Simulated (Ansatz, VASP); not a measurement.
## AlN in VASP and in Ansatz

Contents of INCAR:

```
PREC = Accurate ; ENCUT = 520
EDIFF = 1E-6 ; ISMEAR = 0
SIGMA = 0.05 ; LREAL = False
LASPH = True ; NELM = 60
ALGO = Normal ; ISIF = 2
LWAVE = False ; LCHARG = True
LELF = True ; LVHAR = True
NBANDS = 11
```

Contents of KPOINTS:

```
Automatic mesh
0
Gamma
  10 10 10
```

The input POSCAR:

```
AlN
1.0
    0.0000000000      2.1156985656      2.3272684222
    2.1156985656      0.0000000000      2.3272684222
    2.1156985656      2.1156985656      0.0000000000
Al N
1 1
Direct
    0.0000000000      0.0000000000      0.0000000000
    0.7500000000      0.7500000000      0.7500000000
```

Input for Ansatz:

```yaml
crystal:
  lattice:
    - [0.0, 2.1156985656, 2.3272684222]
    - [2.1156985656, 0.0, 2.3272684222]
    - [2.1156985656, 2.1156985656, 0.0]
  atoms:
    - { symbol: Al, position: [0.0, 0.0, 0.0] }
    - { symbol: "N", position: [0.75, 0.75, 0.75] }
basis:
  ecutwfc: 420
kpoints:
  mp_grid: { grid: [10, 10, 10] }
hamiltonian:
  xc: lda
scf:
  occupations: { method: gaussian, width: 0.05 }
output:
  forces: true
  stress: true
  eigenvalues: true
```

Alike in both runs: task single point; functional LDA; k mesh 10 × 10 × 10; occupations gaussian, width 0.05 eV; no spin polarisation.

|  | VASP | Ansatz |
| --- | --- | --- |
| version | VASP 6.6.1 | Ansatz 0.2.0 |
| potentials or method | VASP PAW LDA potentials, release 64 (Al, N), cutoff 520 eV | scalar-relativistic, plane waves, PAW |
| valence electrons in the cell | 8 | 8 |

|  | VASP | Ansatz | Ansatz less VASP |
| --- | --- | --- | --- |
| gap on the k mesh at the Fermi level (eV) | 2.90 | 2.92 | +0.022 |
| least direct gap on the mesh (eV) | 4.00 | 4.00 | -0.006 |
| pressure (GPa) | -3.7 | -4.2 | -0.56 |
| traceless stress, the component that is largest in VASP (GPa) | -11.47 | -11.51 | -0.036 |

LDA's correlation is that of Perdew and Zunger in VASP and of Perdew and Wang (1992) in Ansatz.
